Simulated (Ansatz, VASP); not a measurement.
# Two plane-wave programs on Sn

The input INCAR:

```
SYSTEM = Sn
  ALGO = Normal
  EDIFF = 1E-8
  ENCUT = 520
  ISIF = 2
  ISMEAR = -1
  LASPH = .TRUE.
  LCHARG = .FALSE.
  LEFG = .TRUE.
  LREAL = .FALSE.
  LWAVE = .FALSE.
  NBANDS = 21
  NELM = 100
  PREC = Accurate
  SIGMA = 0.05
```

File KPOINTS:

```
k-points
0
G
  15 15 15
  0 0 0
```

The input POSCAR:

```
Sn
1.0
   -2.9730380483      2.9730380483      1.6218471360
    2.9730380483     -2.9730380483      1.6218471360
    2.9730380483      2.9730380483     -1.6218471360
Sn
2
Direct
    0.0000000000      0.0000000000      0.0000000000
    0.7500000000      0.2500000000      0.5000000000
```

Input for Ansatz:

```yaml
crystal:
  lattice:
    - [-2.9730380483, 2.9730380483, 1.621847136]
    - [2.9730380483, -2.9730380483, 1.621847136]
    - [2.9730380483, 2.9730380483, -1.621847136]
  atoms:
    - { symbol: Sn, position: [0.0, 0.0, 0.0] }
    - { symbol: Sn, position: [0.75, 0.25, 0.5] }
kpoints:
  mp_grid: { grid: [15, 15, 15] }
scf:
  occupations: { method: fermi_dirac, width: 0.05 }
hamiltonian:
  xc: lda
  pseudopotentials: { kind: paw }
output:
  forces: true
  stress: true
  eigenvalues: true
  efg: { contact_densities: true }
  write_density: true
  write_potential: true
  elf: true
  volumetric_format: npy
```

Change from the starting cell: volume scaled by 1.06, PAW files.

Alike in both runs: task electric field gradients; functional LDA; k mesh 15 × 15 × 15; occupations fermi-dirac, width 0.05 eV; no spin polarisation.

```csv
,VASP,Ansatz
version,VASP 6.6.1,Ansatz 0.2.0
potentials or method,"VASP PAW LDA potentials, release 64 (Sn_d)","PAW with Ansatz's default frozen-core files, scalar-relativistic"
plane-wave cutoff (eV),520,420
valence electrons in the cell,28,28
```

```tsv
	VASP	Ansatz	Ansatz less VASP
pressure (GPa)	-4.4	-4.4	+0.02
traceless stress, the component that is largest in VASP (GPa)	-0.51	-0.51	+0.001
size of Vzz on the site where it differs most (V/Å²)	42.9	43.2	+0.36
```

LDA's correlation is that of Perdew and Zunger in VASP and of Perdew and Wang (1992) in Ansatz.
